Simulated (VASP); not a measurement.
SiGe: single point with PBEsol

Crystal: SiGe.

```
Si Ge
1.0
     0.00000    0.00000   -6.44339
    -5.85090   -3.37802    0.00000
     0.00000    6.75603    0.00000
Si Ge
6 6
Direct
  0.12545 0.33333 0.33333
  0.12545 0.66667 0.00000
  0.12545 0.00000 0.66667
  0.62545 0.66667 0.66667
  0.62545 0.00000 0.33333
  0.62545 0.33333 0.00000
  0.49955 0.33333 0.33333
  0.49955 0.66667 0.00000
  0.49955 0.00000 0.66667
  0.99955 0.66667 0.66667
  0.99955 0.00000 0.33333
  0.99955 0.33333 0.00000
```

```yaml
Program: VASP 6.6.1
Task: single point
Functional: PBEsol
Potentials_or_basis: VASP PAW PBE potentials, release 64 (Si, Ge_d)
Cutoff: 520 eV
k_mesh: 6 × 6 × 6
Occupations: gaussian, width 0.01 eV
Spin: no spin polarisation
Dipole_correction: no
Further_INCAR_settings: ALGO = Normal; EDIFF = 1e-06; NBANDS = 66
```

* Pressure: 0.0 GPa
* Band gap on the k mesh: 0.35 eV

Levels at points of the mesh, in eV from the valence-band top:
```csv
k point,band 51,band 52,band 53,band 54,band 55,band 56,band 57,band 58
"(0.00, 0.00, 0.00)",-1.59,-0.32,0.00,0.00,0.41,0.96,0.96,1.49
"(0.50, 0.00, 0.00)",-0.97,-0.97,-0.97,-0.97,1.21,1.21,1.34,1.34
"(0.00, 0.50, 0.00)",-1.67,-1.58,-1.58,-1.53,0.35,1.97,2.14,2.14
"(0.50, 0.50, 0.00)",-2.61,-2.61,-2.53,-2.53,0.62,0.62,1.77,1.77
```

Wall time 6.4 min on 1 thread of Intel(R) Xeon(R) Platinum 8488C (Sapphire Rapids), on a shared host, peak memory 0.54 GiB.

Caveat: semilocal functionals underestimate gaps, and a narrow one can read as zero; the PAW data sets were made with another functional, which shifts forces and pressure a little. A k mesh can miss the band edges.
